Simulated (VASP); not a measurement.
# Sn (Immm) in VASP: single point with PBEsol

Aim: the single point of Sn with PBEsol.

Program: VASP 6.6.1. These are calculated values, not measurements. Logs are shortened: lines on timing, memory, paths and dates and some standing lists are left out, and cuts for length are marked.

## (1) The cell of the first run

It takes space group Immm (No. 71, orthorhombic). The conventional cell has a = 3.798 Å, b = 3.906 Å, c = 4.677 Å, α = 90.00°, β = 90.00°, γ = 90.00°. Sn (site symmetry mmm) has 14 Sn at 3.59 to 4.68 Å within 4.7 Å.

## (2) Single point, PBEsol (strain +0.1000 x Voigt [1, 1, 0, 0, 0, 0])

The input, INCAR:

```
SYSTEM = Sn
  PREC = Accurate
  ENCUT = 520
  EDIFF = 1E-6
  ISMEAR = 0
  SIGMA = 0.15
  LREAL = .FALSE.
  LASPH = .TRUE.
  NELM = 80
  ALGO = Fast
  ISIF = 2
  LWAVE = .FALSE.
  LCHARG = .FALSE.
  GGA = PS
  NBANDS = 13
```

The input, KPOINTS:

```
Automatic mesh
0
G
  20 20 20
  0 0 0
```

The input, POSCAR:

```
Sn
1.0
   -1.8991929000      1.9531017000      2.3383420000
    1.8991929000     -1.9531017000      2.3383420000
    1.8991929000      1.9531017000     -2.3383420000
Sn
1
Direct
    0.0000000000      0.0000000000      0.0000000000
```

Potentials or basis: VASP PAW PBE potentials, release 64 (Sn_d).

Started as:

```console
cat potpaw_PBE.64/Sn_d/POTCAR > POTCAR
mpirun -np 1 vasp_std > vasp.out
```

OUTCAR:

```text
SYSTEM = Sn
   PREC = Accurate
   ENCUT = 520
   EDIFF = 1E-6
   ISMEAR = 0
   LREAL = .FALSE.
   LASPH = .TRUE.
   NELM = 80
   ISIF = 2
   GGA = PS

 ion  position               nearest neighbor table
   1  0.000  0.000  0.000-

  LATTYP: Found a body centered orthorhombic cell.
 ALAT       =     3.7983858000
 B/A-ratio  =     1.0283851103
 C/A-ratio  =     1.2312293290

  Lattice vectors:

 A1 = (  -1.8991929000,   1.9531017000,   2.3383420000)
 A2 = (   1.8991929000,  -1.9531017000,   2.3383420000)
 A3 = (   1.8991929000,   1.9531017000,  -2.3383420000)

Analysis of symmetry for initial positions (statically):
=====================================================================
 Subroutine PRICEL returns:
 Original cell was already a primitive cell.

 Routine SETGRP: Setting up the symmetry group for a
 body centered orthorhombic supercell.

 Subroutine GETGRP returns: Found  8 space group operations
 (whereof  8 operations were pure point group operations)
 out of a pool of  8 trial point group operations.

The static configuration has the point symmetry D_2h.

Analysis of symmetry for dynamics (positions and initial velocities):
=====================================================================
 Subroutine PRICEL returns:
 Original cell was already a primitive cell.

 Routine SETGRP: Setting up the symmetry group for a
 body centered orthorhombic supercell.

 Subroutine GETGRP returns: Found  8 space group operations
 (whereof  8 operations were pure point group operations)
 out of a pool of  8 trial point group operations.

The dynamic configuration has the point symmetry D_2h.

 Subroutine INISYM returns: Found  8 space group operations
 (whereof  8 operations are pure point group operations),
 and found     1 'primitive' translations

----------------------------------------------------------------------------------------

                                     Primitive cell

  volume of cell :      34.6946

  direct lattice vectors                    reciprocal lattice vectors
    -1.899192900  1.953101700  2.338342000     0.000000000  0.256003054  0.213826720
     1.899192900 -1.953101700  2.338342000     0.263269729  0.000000000  0.213826720
     1.899192900  1.953101700 -2.338342000     0.263269729  0.256003054  0.000000000

  length of vectors
     3.590178719  3.590178719  3.590178719     0.333555737  0.339164881  0.367217257

  position of ions in fractional coordinates (direct lattice)
     0.000000000  0.000000000  0.000000000

  ion indices of the primitive-cell ions
   primitive index   ion index
                 1           1

----------------------------------------------------------------------------------------

 KPOINTS: Automatic mesh

Automatic generation of k-mesh.
 Grid dimensions read from file:
 generate k-points for:   20   20   20

 Generating k-lattice:

  Cartesian coordinates                     Fractional coordinates (reciprocal lattice)
     0.000000000  0.012800153  0.010691336     0.050000000  0.000000000  0.000000000
     0.013163486  0.000000000  0.010691336     0.000000000  0.050000000 -0.000000000
     0.013163486  0.012800153  0.000000000     0.000000000 -0.000000000  0.050000000

  Length of vectors
     0.016677787  0.016958244  0.018360863

  Shift w.r.t. Gamma in fractional coordinates (k-lattice)
     0.000000000  0.000000000  0.000000000

 Subroutine IBZKPT returns following result:
 ===========================================

 Found   1166 irreducible k-points:

 Following reciprocal coordinates:
            Coordinates               Weight
  0.000000  0.000000  0.000000      1.000000
  0.050000 -0.000000  0.000000      4.000000
  0.100000 -0.000000  0.000000      4.000000
  0.150000  0.000000  0.000000      4.000000
  0.200000 -0.000000  0.000000      4.000000
  0.250000  0.000000  0.000000      4.000000
[... 16 lines left out ...]
 -0.450000  0.050000  0.000000      8.000000
 -0.400000  0.050000 -0.000000      8.000000
 [... further k-points ...]
   k-points           NKPTS =   1166   k-points in BZ     NKDIM =   1166   number of bands    NBANDS=     13
   number of dos      NEDOS =    301   number of ions     NIONS =      1
   total plane-waves  NPLWV =  21952
   dimension x,y,z NGX =    28 NGY =   28 NGZ =   28
   dimension x,y,z NGXF=    56 NGYF=   56 NGZF=   56
   ions per type =               1
   NGX,Y,Z   is equivalent  to a cutoff of  12.97, 12.97, 12.97 a.u.
   NGXF,Y,Z  is equivalent  to a cutoff of  25.93, 25.93, 25.93 a.u.
 SYSTEM =  Sn
   PREC   = accura    normal or accurate (medium, high low for compatibility)
   ISTART =      0    job   : 0-new  1-cont  2-samecut
   ICHARG =      2    charge: 1-file 2-atom 10-const
   ISPIN  =      1    spin polarized calculation?
   LNONCOLLINEAR =      F non collinear calculations
   LSORBIT =      F    spin-orbit coupling
   LASPH  =      T    aspherical Exc in radial PAW
   ENCUT  =  520.0 eV  38.22 Ry    6.18 a.u.   6.68  6.68  6.68*2*pi/ulx,y,z
   NELM   =     80;   NELMIN=  2; NELMDL= -5     # of ELM steps
   EDIFF  = 0.1E-05   stopping-criterion for ELM
   LREAL  =      F    real-space projection
   EDIFFG = 0.1E-04   stopping-criterion for IOM
   NSW    =      0    number of steps for IOM
   IBRION =     -1    ionic relax: 0-MD 1-quasi-New 2-CG
   NFREE  =      0    steps in history (QN), initial steepest desc. (CG)
   ISIF   =      2    stress and relaxation
   ISYM   =      2    0-nonsym 1-usesym 2-fastsym
   POTIM  = 0.5000    time-step for ionic-motion
   TEBEG  =    0.0;   TEEND  =   0.0 temperature during run
   PSTRESS=    0.0 pullay stress
   NELECT =      14.0000    total number of electrons
   NUPDOWN=      -1.0000    fix difference up-down
   EMIN   =  10.00;   EMAX   =-10.00  energy-range for DOS
   EFERMI =   0.00;   METHOD = LEGACY
   ISMEAR =     0;   SIGMA  =   0.15  broadening in eV -4-tet -1-fermi 0-gaus
   EFERMI_NEDOS =   21; number of points for ismear=-14 and -15
   IALGO  =     68    algorithm
   IMIX   =      4    mixing-type and parameters
     AMIX     =   0.40;   BMIX     =  1.00
     AMIX_MAG =   1.60;   BMIX_MAG =  1.00
  volume/ion in A,a.u.               =      34.69       234.13
  Fermi-wavevector in a.u.,A,eV,Ry     =   1.209753  2.286102 19.912172  1.463503
  Thomas-Fermi vector in A             =   2.345321
   LORBIT       =      0    0 simple, 1 ext, 2 COOP (PROOUT), +10 PAW based schemes
   GGA     = PS    functional components
   LHFCALC =     F    Hartree Fock is set to
   AEXX    =    0.0000 exact exchange contribution
   IVDW    =     0    specifies the selected vdW correction
   LEPSILON=     F    determine dielectric tensor
   LRPA    =     F    only Hartree local field effects (RPA)
 non-spin polarized calculation
 RMM-DIIS sequential band-by-band and
 Gauss-broadening in eV      SIGMA  =   0.15
  energy-cutoff  :      520.00
  volume of cell :       34.69
 maximum number of plane-waves:       953
   NGX = 13   NGY = 13   NGZ = 13

 number of electron      14.0000002 magnetization

 Free energy of the ion-electron system (eV)
  ---------------------------------------------------
  ext. energy  EPLUGINS =         0.00000000
  ---------------------------------------------------
  free energy    TOTEN  =        -3.97032042 eV

  energy without entropy =       -3.96280661  energy(sigma->0) =       -3.96656351

 E-fermi :   5.3370     XC(G=0):  -9.4086

 val. band max:        5.3356472852   @ k =   0.5000  -0.4000   0.1000
 cond. band min:       5.3376596344   @ k =   0.5000  -0.4000   0.3500
 fundamental gap:      0.0020123493
 Fermi energy:         5.3369907352

 k-point     1 :       0.0000    0.0000    0.0000
  band No.  band energies     occupation
      1     -16.0859      2.00000
      2     -16.0781      2.00000
      3     -16.0645      2.00000
      4     -16.0475      2.00000
      5     -16.0159      2.00000
      6      -4.2438      2.00000
      7      11.0812      0.00000
      8      11.1001      0.00000
      9      11.4180      0.00000
     10      15.5292      0.00000
     11      15.8511      0.00000
     12      16.0249      0.00000
     13      16.0705      0.00000

 k-point     2 :       0.0500   -0.0000    0.0000
  band No.  band energies     occupation
      1     -16.0850      2.00000
      2     -16.0770      2.00000
      3     -16.0639      2.00000
      4     -16.0476      2.00000
      5     -16.0163      2.00000
      6      -4.2030      2.00000
      7      10.6557      0.00000
      8      11.0736      0.00000
      9      11.3227      0.00000
     10      15.1699      0.00000
     11      15.9260      0.00000
     12      16.1498      0.00000
     13      16.4877      0.00000

 k-point     3 :       0.1000   -0.0000    0.0000
  band No.  band energies     occupation
      1     -16.0824      2.00000
      2     -16.0753      2.00000
      3     -16.0610      2.00000
      4     -16.0479      2.00000
      5     -16.0173      2.00000
      6      -4.0807      2.00000
      7       9.6444      0.00000
      8      11.0282      0.00000
      9      11.0706      0.00000
     10      14.7358      0.00000
     11      16.0862      0.00000
     12      16.2033      0.00000
     13      17.0178      0.00000
[... 305 lines left out ...]
 k-point    23 :      -0.4500    0.0500    0.0000
  band No.  band energies     occupation
      1     -16.0841      2.00000
      2     -16.0665      2.00000
      3     -16.0474      2.00000
      4     -16.0167      2.00000
      5     -15.9961      2.00000
      6      -1.5281      2.00000
      7       2.4186      2.00000
      8       8.9379      0.00000
      9      10.2670      0.00000
     10      13.4977      0.00000
     11      14.1560      0.00000
     12      15.4181      0.00000
     13      17.9355      0.00000

 k-point    24 :      -0.4000    0.0500   -0.0000
  band No.  band energies     occupation
      1     -16.0829      2.00000
      2     -16.0664      2.00000
      3     -16.0476      2.00000
      4     -16.0182      2.00000
      5     -16.0031      2.00000
      6      -2.0033      2.00000
      7       3.2117      2.00000
      8       9.1173      0.00000
      9      10.2973      0.00000
     10      13.6072      0.00000
     11      14.1741      0.00000
     12      15.3753      0.00000
     13      18.4143      0.00000

 [... further k-points ...]

------------------------ aborting loop because EDIFF is reached ----------------------------------------

  FORCE on cell =-STRESS in cart. coord.  units (eV):
  Direction    XX          YY          ZZ          XY          YZ          ZX
  --------------------------------------------------------------------------------------
  -------------------------------------------------------------------------------------
  Total       -1.7686320     -1.7769853     -1.6437216      0.0000000      0.0000000      0.0000000
  in kB      -81.6744268    -82.0601812    -75.9061360      0.0000000      0.0000000      0.0000000
  external PRESSURE =     -79.8802480 kB  Pullay stress =       0.0000000 kB

 VOLUME and BASIS-vectors are now :
 -----------------------------------------------------------------------------
  energy-cutoff  :      520.00
  volume of cell :       34.69
      direct lattice vectors                 reciprocal lattice vectors
    -1.899192900  1.953101700  2.338342000     0.000000000  0.256003054  0.213826720
     1.899192900 -1.953101700  2.338342000     0.263269729  0.000000000  0.213826720
     1.899192900  1.953101700 -2.338342000     0.263269729  0.256003054  0.000000000

 POSITION                                       TOTAL-FORCE (eV/Angst)
 -----------------------------------------------------------------------------------
      0.00000      0.00000      0.00000         0.000000      0.000000      0.000000
 -----------------------------------------------------------------------------------
    total drift:                               -0.000000     -0.000000     -0.000000

  FREE ENERGIE OF THE ION-ELECTRON SYSTEM (eV)
  ---------------------------------------------------
  free  energy   TOTEN  =        -3.9703204203 eV

  energy  without entropy=       -3.9628066068  energy(sigma->0) =       -3.96656351
```

Run time: 6.3 min. Hardware: 1 thread of Intel Xeon Platinum 8375C at 2.90GHz (Ice Lake), shared host; peak memory 0.56 GiB.

What came out:

| Item | Value |
| --- | --- |
| Free energy | -3.9703 eV |
| Pressure | -8.0 GPa |
| Band gap on the k mesh | zero (bands 7 and 8 overlap by 7.28 eV) |

Caveat: the cell differs from its parent crystal (strain +0.1000 x Voigt [1, 1, 0, 0, 0, 0]); the cell stands under tension; the PAW data sets were made with another functional, which shifts forces and pressure a little; spin-orbit coupling is left out, which moves the levels of the heavy elements.
